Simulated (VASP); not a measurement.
The system is La2O3.

```xyz
5
Lattice="3.9308 0.0000 0.0000 -1.9654 3.4042 0.0000 0.0000 0.0000 6.1120" Properties=species:S:1:pos:R:3 pbc="T T T"
La    0.0000    2.2694    1.5050
La    1.9654    1.1347    4.6070
O     0.0000    0.0000    0.0000
O     0.0000    2.2694    3.9477
O     1.9654    1.1347    2.1643
```

| Property | Result |
| --- | --- |
| Program | VASP 6.6.1 |
| Task | relaxation of cell and atoms |
| Functional | LDA |
| Potentials or basis | VASP PAW LDA potentials, release 64 (La, O) |
| Cutoff | 600 eV |
| k mesh | 8 × 8 × 5 |
| Occupations | fermi-dirac, width 0.05 eV |
| Spin | no spin polarisation |
| Hubbard terms | La f U = 2.0 eV |

At the start: pressure -4.9 GPa; volume 16.36 Å³/atom.

Question: Where does the relaxation end?

Answer: Over 10 steps the energy falls by 9.6 meV/atom and the volume is 15.72 Å³/atom (-3.9 %); space group P-3m1 (No. 164, to 0.1 Å) before and after.

Step by step:
```tsv
step	energy change (eV)	largest force (eV/Å)	pressure (GPa)	volume (Å³)
1	0.0000	0.0934	-4.86	81.78
2	0.0173	0.6270	6.40	76.06
3	-0.0425	0.2188	-0.09	79.09
4	-0.0465	0.0340	-0.07	78.84
5	-0.0468	0.0393	-0.03	78.74
6	-0.0475	0.0400	0.04	78.67
7	-0.0476	0.0437	0.12	78.60
8	-0.0478	0.0282	-0.18	78.71
9	-0.0478	0.0282	-0.18	78.70
10	-0.0480	0.0059	-0.04	78.62
```

Final structure:
```
CELL_PARAMETERS angstrom
3.89785 0.00000 0.00000
-1.94893 3.37564 0.00000
0.00000 0.00000 5.97554
ATOMIC_POSITIONS crystal
La 0.33333 0.66667 0.24415
La 0.66667 0.33333 0.75585
O 0.00000 0.00000 0.00000
O 0.33333 0.66667 0.64641
O 0.66667 0.33333 0.35359
```
